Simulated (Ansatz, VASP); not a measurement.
# Mg2MoH in VASP and in Ansatz

The input INCAR:

```
PREC = Accurate
ENCUT = 520
EDIFF = 1E-7
ISMEAR = 0
SIGMA = 0.1
LREAL = False
LASPH = True
NELM = 100
ALGO = Normal
ISIF = 2
LWAVE = False
LCHARG = True
GGA = PE
LELF = True
LVHAR = True
NBANDS = 18
```

KPOINTS

```
regular mesh
0
Gamma
  6 6 4
```

Contents of POSCAR:

```
Mg2MoH
1.0
    3.7438088900      0.0000000000      0.0000000000
   -1.8719044400      3.2422336100      0.0000000000
    0.0000000000      0.0000000000      6.0051655200
Mg H Mo
2 1 1
Direct
    0.3333333300      0.6666666700      0.8464311100
    0.6666666700      0.3333333300      0.1535688900
    0.0000000000      0.0000000000      0.0000000000
    0.0000000000      0.0000000000      0.5000000000
```

Input for Ansatz:

```yaml
crystal:
  lattice:
    - [3.74380889, 0.0, 0.0]
    - [-1.87190444, 3.24223361, 0.0]
    - [0.0, 0.0, 6.00516552]
  atoms:
    - { symbol: Mg, position: [0.33333333, 0.66666667, 0.84643111] }
    - { symbol: Mg, position: [0.66666667, 0.33333333, 0.15356889] }
    - { symbol: H, position: [0.0, 0.0, 0.0] }
    - { symbol: Mo, position: [0.0, 0.0, 0.5] }
basis:
  ecutwfc: 420
kpoints:
  mp_grid: { grid: [6, 6, 4] }
hamiltonian:
  xc: pbe
scf:
  occupations: { method: gaussian, width: 0.1 }
  lower_state_search: "off"
output:
  forces: true
  stress: true
  eigenvalues: true
```

Alike in both runs: task single point; functional PBE; k mesh 6 × 6 × 4; occupations gaussian, width 0.1 eV; no spin polarisation.

|  | VASP | Ansatz |
| --- | --- | --- |
| version | VASP 6.6.1 | Ansatz 0.2.0 |
| potentials or method | VASP PAW PBE potentials, release 64 (Mg, H, Mo_sv), cutoff 520 eV | scalar-relativistic, plane waves, PAW |
| valence electrons in the cell | 19 | 35 |

VASP gave:

- gap on the k mesh at the Fermi level (eV): none
- pressure (GPa): -9.8
- traceless stress, the component that is largest in VASP (GPa): 3.20
- rms of the force components (eV/Å): 0.679

Task: Estimate Ansatz's values.

Result: gap on the k mesh at the Fermi level (eV): none; pressure (GPa): -9.7; traceless stress, the component that is largest in VASP (GPa): 3.18; rms of the force components (eV/Å): 0.681.

Atom by atom the forces differ by 0.002 eV/Å (rms over components). A gap of «none» marks a metal or a gap that the smearing closes. The functional is the same, so the differences come from potentials, cutoffs and numerics. VASP's potentials hold 19 valence electrons a cell and Ansatz's 35, so a difference there can come from the potentials and not from the codes.
